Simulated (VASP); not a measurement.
# TiO2: single point with r2SCAN

TiO2:

```
CELL_PARAMETERS angstrom
-1.88890 1.88890 4.79172
1.88890 -1.88890 4.79172
1.88890 1.88890 -4.79172
ATOMIC_POSITIONS crystal
Ti 0.75000 0.25000 0.50000
Ti 0.00000 0.00000 0.00000
O 0.54271 0.04271 0.50000
O 0.79271 0.79271 0.00000
O 0.20729 0.20729 0.00000
O 0.95729 0.45729 0.50000
```

```json
{
  "Program": "VASP 6.6.1",
  "Task": "single point",
  "Functional": "r2SCAN",
  "Potentials or basis": "VASP PAW PBE potentials, release 64 (Ti_sv, O)",
  "Cutoff": "520 eV",
  "k mesh": "8 × 8 × 8",
  "Occupations": "gaussian, width 0.01 eV",
  "Spin": "no spin polarisation"
}
```

```yaml
Pressure: 1.2 GPa
Largest_force: 0.026 eV/Å
Band_gap_on_the_k_mesh: 2.59 eV (least direct gap 2.90 eV)
```

Forces on the atoms (eV/Å):
```
Ti   0.000  0.000  0.000
Ti   0.000  0.000  0.000
O    0.000  0.000 -0.026
O    0.000  0.000 -0.026
O    0.000  0.000  0.026
O    0.000  0.000  0.026
```

Stress tensor (GPa, compression positive):
```
1.30 0.00 0.00
0.00 1.30 0.00
0.00 0.00 1.09
```

Levels at points of the mesh, in eV from the valence-band top:
```tsv
k point	band 21	band 22	band 23	band 24	band 25	band 26	band 27	band 28
(0.00, 0.00, 0.00)	-0.76	-0.76	-0.44	-0.44	2.59	3.31	4.50	4.50
(0.50, 0.00, 0.00)	-1.92	-0.93	-0.84	-0.65	3.71	3.99	4.04	4.09
(0.50, 0.50, 0.00)	-2.05	-2.05	-0.01	-0.01	3.77	3.77	4.24	4.24
(0.50, 0.50, 0.50)	-1.26	-1.26	-0.09	-0.09	2.94	2.94	4.26	4.26
```

Wall time 26 min on 1 thread of Intel Xeon 8259CL (shared host), peak memory 0.34 GiB.

Caveat: the PAW data sets were made with another functional, which shifts forces and pressure a little. A k mesh can miss the band edges.
